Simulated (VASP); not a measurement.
# Rb (P6_3/mmc) in VASP: a series of runs

Rb is run at these levels: LDA; tasks: single point.

Program: VASP 6.6.1. These are calculated values, not measurements. Logs are shortened: lines on timing, memory, paths and dates and some standing lists are left out, and cuts for length are marked.

### 1 The cell of the first run

The structure is hexagonal, space group P6_3/mmc (No. 194). The conventional cell has a = 5.088 Å, b = 5.088 Å, c = 8.442 Å, α = 90.00°, β = 90.00°, γ = 120.00°.

### 2 Single point, LDA

INCAR

```
SYSTEM = Rb
  ALGO = Normal
  EDIFF = 1E-7
  ENCUT = 520
  GGA = CA
  ISIF = 2
  ISMEAR = 0
  LASPH = .True.
  LCHARG = .False.
  LREAL = .False.
  LWAVE = .False.
  NBANDS = 16
  NELM = 100
  PREC = Accurate
  SIGMA = 0.15
```

KPOINTS

```
k-points
0
Gamma
  12 12 6
  0 0 0
```

POSCAR

```
Rb
1.0
    5.0882069760      0.0000000000      0.0000000000
   -2.5441034880      4.4065165009      0.0000000000
    0.0000000000      0.0000000000      8.4420579800
Rb
2
Direct
    0.3333333333      0.6666666667      0.2500000000
    0.6666666667      0.3333333333      0.7500000000
```

Potentials or basis: VASP PAW LDA potentials, release 64 (Rb_sv).

Run with:

```sh
$ cat potpaw_LDA.64/Rb_sv/POTCAR > POTCAR
$ mpirun -np 1 vasp_std > vasp.out
```

OUTCAR:

```text
SYSTEM = Rb
   EDIFF = 1E-7
   ENCUT = 520
   GGA = CA
   ISIF = 2
   ISMEAR = 0
   LASPH = .True.
   LREAL = .False.
   NELM = 100
   PREC = Accurate

 ion  position               nearest neighbor table
   1  0.333  0.667  0.250-   2 5.14   2 5.14   2 5.14   2 5.14   2 5.14   2 5.14
   2  0.667  0.333  0.750-   1 5.14   1 5.14   1 5.14   1 5.14   1 5.14   1 5.14

  LATTYP: Found a hexagonal cell.
 ALAT       =     5.0882069760
 C/A-ratio  =     1.6591420160

  Lattice vectors:

 A1 = (   5.0882069760,   0.0000000000,   0.0000000000)
 A2 = (  -2.5441034880,   4.4065165009,   0.0000000000)
 A3 = (   0.0000000000,   0.0000000000,   8.4420579800)

Analysis of symmetry for initial positions (statically):
=====================================================================
 Subroutine PRICEL returns:
 Original cell was already a primitive cell.

 Routine SETGRP: Setting up the symmetry group for a
 hexagonal supercell.

 Subroutine GETGRP returns: Found 24 space group operations
 (whereof 12 operations were pure point group operations)
 out of a pool of 24 trial point group operations.

The static configuration has the point symmetry D_3d.
 The point group associated with its full space group is D_6h.

Analysis of symmetry for dynamics (positions and initial velocities):
=====================================================================
 Subroutine PRICEL returns:
 Original cell was already a primitive cell.

 Routine SETGRP: Setting up the symmetry group for a
 hexagonal supercell.

 Subroutine GETGRP returns: Found 24 space group operations
 (whereof 12 operations were pure point group operations)
 out of a pool of 24 trial point group operations.

The dynamic configuration has the point symmetry D_3d.
 The point group associated with its full space group is D_6h.

 Subroutine INISYM returns: Found 24 space group operations
 (whereof 12 operations are pure point group operations),
 and found     1 'primitive' translations

----------------------------------------------------------------------------------------

                                     Primitive cell

  volume of cell :     189.2816

  direct lattice vectors                    reciprocal lattice vectors
     5.088206976  0.000000000  0.000000000     0.196532886  0.113468314  0.000000000
    -2.544103488  4.406516501  0.000000000     0.000000000  0.226936629  0.000000000
     0.000000000  0.000000000  8.442057980     0.000000000  0.000000000  0.118454529

  length of vectors
     5.088206976  5.088206976  8.442057980     0.226936629  0.226936629  0.118454529

  position of ions in fractional coordinates (direct lattice)
     0.333333333  0.666666667  0.250000000
     0.666666667  0.333333333  0.750000000

  ion indices of the primitive-cell ions
   primitive index   ion index
                 1           1
                 2           2

----------------------------------------------------------------------------------------

 KPOINTS: k-points

Automatic generation of k-mesh.
 Grid dimensions read from file:
 generate k-points for:   12   12    6

 Generating k-lattice:

  Cartesian coordinates                     Fractional coordinates (reciprocal lattice)
     0.016377740  0.009455693  0.000000000     0.083333333 -0.000000000  0.000000000
     0.000000000  0.018911386  0.000000000     0.000000000  0.083333333  0.000000000
     0.000000000  0.000000000  0.019742421     0.000000000  0.000000000  0.166666667

  Length of vectors
     0.018911386  0.018911386  0.019742421

  Shift w.r.t. Gamma in fractional coordinates (k-lattice)
     0.000000000  0.000000000  0.000000000

 Subroutine IBZKPT returns following result:
 ===========================================

 Found     76 irreducible k-points:

 Following reciprocal coordinates:
            Coordinates               Weight
  0.000000  0.000000  0.000000      1.000000
  0.083333  0.000000  0.000000      6.000000
  0.166667  0.000000  0.000000      6.000000
  0.250000  0.000000  0.000000      6.000000
  0.333333  0.000000  0.000000      6.000000
  0.416667  0.000000  0.000000      6.000000
[... 16 lines left out ...]
  0.250000  0.000000  0.166667     12.000000
  0.333333  0.000000  0.166667     12.000000
 [... further k-points ...]
   k-points           NKPTS =     76   k-points in BZ     NKDIM =     76   number of bands    NBANDS=     16
   number of dos      NEDOS =    301   number of ions     NIONS =      2
   total plane-waves  NPLWV = 102400
   dimension x,y,z NGX =    40 NGY =   40 NGZ =   64
   dimension x,y,z NGXF=    80 NGYF=   80 NGZF=  128
   ions per type =               2
   NGX,Y,Z   is equivalent  to a cutoff of  13.07, 13.07, 12.60 a.u.
   NGXF,Y,Z  is equivalent  to a cutoff of  26.14, 26.14, 25.21 a.u.
 SYSTEM =  Rb
   PREC   = accura    normal or accurate (medium, high low for compatibility)
   ISTART =      0    job   : 0-new  1-cont  2-samecut
   ICHARG =      2    charge: 1-file 2-atom 10-const
   ISPIN  =      1    spin polarized calculation?
   LNONCOLLINEAR =      F non collinear calculations
   LSORBIT =      F    spin-orbit coupling
   LASPH  =      T    aspherical Exc in radial PAW
   ENCUT  =  520.0 eV  38.22 Ry    6.18 a.u.   9.46  9.46 15.70*2*pi/ulx,y,z
   NELM   =    100;   NELMIN=  2; NELMDL= -5     # of ELM steps
   EDIFF  = 0.1E-06   stopping-criterion for ELM
   LREAL  =      F    real-space projection
   EDIFFG = 0.1E-05   stopping-criterion for IOM
   NSW    =      0    number of steps for IOM
   IBRION =     -1    ionic relax: 0-MD 1-quasi-New 2-CG
   NFREE  =      0    steps in history (QN), initial steepest desc. (CG)
   ISIF   =      2    stress and relaxation
   ISYM   =      2    0-nonsym 1-usesym 2-fastsym
   POTIM  = 0.5000    time-step for ionic-motion
   TEBEG  =    0.0;   TEEND  =   0.0 temperature during run
   PSTRESS=    0.0 pullay stress
   NELECT =      18.0000    total number of electrons
   NUPDOWN=      -1.0000    fix difference up-down
   EMIN   =  10.00;   EMAX   =-10.00  energy-range for DOS
   EFERMI =   0.00;   METHOD = LEGACY
   ISMEAR =     0;   SIGMA  =   0.15  broadening in eV -4-tet -1-fermi 0-gaus
   EFERMI_NEDOS =   21; number of points for ismear=-14 and -15
   IALGO  =     38    algorithm
   IMIX   =      4    mixing-type and parameters
     AMIX     =   0.40;   BMIX     =  1.00
     AMIX_MAG =   1.60;   BMIX_MAG =  1.00
  volume/ion in A,a.u.               =      94.64       638.67
  Fermi-wavevector in a.u.,A,eV,Ry     =   0.747245  1.412088  7.597148  0.558375
  Thomas-Fermi vector in A             =   1.843255
   LORBIT       =      0    0 simple, 1 ext, 2 COOP (PROOUT), +10 PAW based schemes
   GGA     = CA    functional components
   LHFCALC =     F    Hartree Fock is set to
   AEXX    =    0.0000 exact exchange contribution
   IVDW    =     0    specifies the selected vdW correction
   LEPSILON=     F    determine dielectric tensor
   LRPA    =     F    only Hartree local field effects (RPA)
 non-spin polarized calculation
 Gauss-broadening in eV      SIGMA  =   0.15
  energy-cutoff  :      520.00
  volume of cell :      189.28
 maximum number of plane-waves:      5147
 NGX is ok and might be reduce to    40
   NGX = 19   NGY = 19   NGZ = 31

 number of electron      18.0000000 magnetization

 Free energy of the ion-electron system (eV)
  ---------------------------------------------------
  ext. energy  EPLUGINS =         0.00000000
  ---------------------------------------------------
  free energy    TOTEN  =        -2.07457625 eV

  energy without entropy =       -2.05395144  energy(sigma->0) =       -2.06426384

 E-fermi :  -0.3018     XC(G=0):  -5.5765

 val. band max:       -0.3323353541   @ k =   0.4167   0.0833   0.1667
 cond. band min:      -0.2933292981   @ k =   0.3333   0.1667   0.3333
 fundamental gap:      0.0390060560
 Fermi energy:        -0.3017614970

 k-point     1 :       0.0000    0.0000    0.0000
  band No.  band energies     occupation
      1     -29.1032      2.00000
      2     -29.1003      2.00000
      3     -13.2901      2.00000
      4     -13.2185      2.00000
      5     -13.2185      2.00000
      6     -13.2090      2.00000
[... 8 lines left out ...]
     15       3.4666      0.00000
     16       3.4666      0.00000

 k-point     2 :       0.0833    0.0000    0.0000
  band No.  band energies     occupation
      1     -29.1030      2.00000
      2     -29.1001      2.00000
      3     -13.2883      2.00000
      4     -13.2230      2.00000
      5     -13.2199      2.00000
      6     -13.2124      2.00000
[... 8 lines left out ...]
     15       3.2986      0.00000
     16       3.5388      0.00000

 k-point     3 :       0.1667    0.0000    0.0000
  band No.  band energies     occupation
      1     -29.1025      2.00000
      2     -29.0999      2.00000
      3     -13.2830      2.00000
      4     -13.2355      2.00000
      5     -13.2251      2.00000
      6     -13.2237      2.00000
[... 8 lines left out ...]
     15       3.2937      0.00000
     16       3.4420      0.00000

 k-point     4 :       0.2500    0.0000    0.0000
  band No.  band energies     occupation
      1     -29.1017      2.00000
      2     -29.0995      2.00000
      3     -13.2751      2.00000
      4     -13.2526      2.00000
      5     -13.2421      2.00000
      6     -13.2287      2.00000
[... 8 lines left out ...]
     15       3.3810      0.00000
     16       3.5067      0.00000
[... 324 lines left out ...]
 k-point    22 :       0.1667    0.0000    0.1667
  band No.  band energies     occupation
      1     -29.1023      2.00000
      2     -29.1000      2.00000
      3     -13.2790      2.00000
      4     -13.2342      2.00000
      5     -13.2283      2.00000
      6     -13.2228      2.00000
[... 8 lines left out ...]
     15       3.2647      0.00000
     16       3.5122      0.00000

 k-point    23 :       0.2500    0.0000    0.1667
  band No.  band energies     occupation
      1     -29.1015      2.00000
      2     -29.0996      2.00000
      3     -13.2738      2.00000
      4     -13.2498      2.00000
      5     -13.2445      2.00000
      6     -13.2277      2.00000
[... 8 lines left out ...]
     15       3.3527      0.00000
     16       3.5134      0.00000

 k-point    24 :       0.3333    0.0000    0.1667
  band No.  band energies     occupation
      1     -29.1007      2.00000
      2     -29.0993      2.00000
      3     -13.2756      2.00000
      4     -13.2627      2.00000
      5     -13.2552      2.00000
      6     -13.2325      2.00000
[... 8 lines left out ...]
     15       3.2251      0.00000
     16       3.7226      0.00000

 [... further k-points ...]

------------------------ aborting loop because EDIFF is reached ----------------------------------------

  FORCE on cell =-STRESS in cart. coord.  units (eV):
  Direction    XX          YY          ZZ          XY          YZ          ZX
  --------------------------------------------------------------------------------------
  -------------------------------------------------------------------------------------
  Total       -0.5413726     -0.5413726     -0.6145233      0.0000000     -0.0000000      0.0000000
  in kB       -4.5824562     -4.5824562     -5.2016417      0.0000000     -0.0000000      0.0000000
  external PRESSURE =      -4.7888514 kB  Pullay stress =       0.0000000 kB

 VOLUME and BASIS-vectors are now :
 -----------------------------------------------------------------------------
  energy-cutoff  :      520.00
  volume of cell :      189.28
      direct lattice vectors                 reciprocal lattice vectors
     5.088206976  0.000000000  0.000000000     0.196532886  0.113468314  0.000000000
    -2.544103488  4.406516501  0.000000000     0.000000000  0.226936629  0.000000000
     0.000000000  0.000000000  8.442057980     0.000000000  0.000000000  0.118454529

 POSITION                                       TOTAL-FORCE (eV/Angst)
 -----------------------------------------------------------------------------------
     -0.00000      2.93768      2.11051        -0.000000      0.000000      0.000000
      2.54410      1.46884      6.33154         0.000000     -0.000000      0.000000
 -----------------------------------------------------------------------------------
    total drift:                               -0.000000      0.000000     -0.000000

  FREE ENERGIE OF THE ION-ELECTRON SYSTEM (eV)
  ---------------------------------------------------
  free  energy   TOTEN  =        -2.0745762496 eV

  energy  without entropy=       -2.0539514352  energy(sigma->0) =       -2.06426384
```

Run time: 68 s. Hardware: 1 thread of Intel Xeon 6975P-C (Granite Rapids), shared host; peak memory 0.35 GiB.

What came out:

```
Free energy            : -2.0746 eV
Pressure               : -0.5 GPa
Band gap on the k mesh : zero (band 9 reaches 0.82 eV, above the bottom of band 10 at -1.58 eV)
```

Levels at points of the mesh, in eV from the Fermi level:
```
           k point  band 6  band 7  band 8  band 9  band 10  band 11  band 12  band 13
(0.00, 0.00, 0.00)  -12.91  -12.91  -12.91   -1.92     0.06     0.67     3.38     3.41
(0.50, 0.00, 0.00)  -12.94  -12.93  -12.92    0.04     0.37     1.35     1.56     2.02
(0.00, 0.00, 0.50)  -12.91  -12.91  -12.91   -1.28    -1.28     2.23     2.23     3.45
(0.50, 0.00, 0.50)  -12.93  -12.93  -12.93    0.41     0.41     0.94     0.94     2.48
```

### 3 Single point, LDA

INCAR

```
PREC = Accurate
ENCUT = 520
EDIFF = 1E-7
ISMEAR = 0
SIGMA = 0.15
LREAL = False
LASPH = True
NELM = 100
ALGO = Normal
ISIF = 2
LWAVE = False
LCHARG = False
NBANDS = 16
```

KPOINTS

```
Automatic mesh
0
Gamma
  12 12 6
```

POSCAR is that of step 2.

Potentials or basis: VASP PAW LDA potentials, release 64 (Rb_sv).

Run with:

```sh
$ cat potpaw_LDA.64/Rb_sv/POTCAR > POTCAR
$ mpirun -np 1 vasp_std > vasp.out
```

Run time: 66 s. Hardware: 1 thread of Intel Xeon 6975P-C (Granite Rapids), shared host; peak memory 0.35 GiB.

The run converged. Its results:

| Item | Value |
| --- | --- |
| Free energy | -2.0746 eV |
| Pressure | -0.5 GPa |
| Band gap on the k mesh | zero (band 9 reaches 0.82 eV, above the bottom of band 10 at -1.58 eV) |

Levels at points of the mesh, in eV from the Fermi level:
```
           k point  band 7  band 8  band 9  band 10  band 11  band 12
(0.00, 0.00, 0.00)  -12.91  -12.91   -1.92     0.06     0.67     3.38
(0.50, 0.00, 0.00)  -12.93  -12.92    0.04     0.37     1.35     1.56
(0.00, 0.00, 0.50)  -12.91  -12.91   -1.28    -1.28     2.23     2.23
(0.50, 0.00, 0.50)  -12.93  -12.93    0.41     0.41     0.94     0.94
```
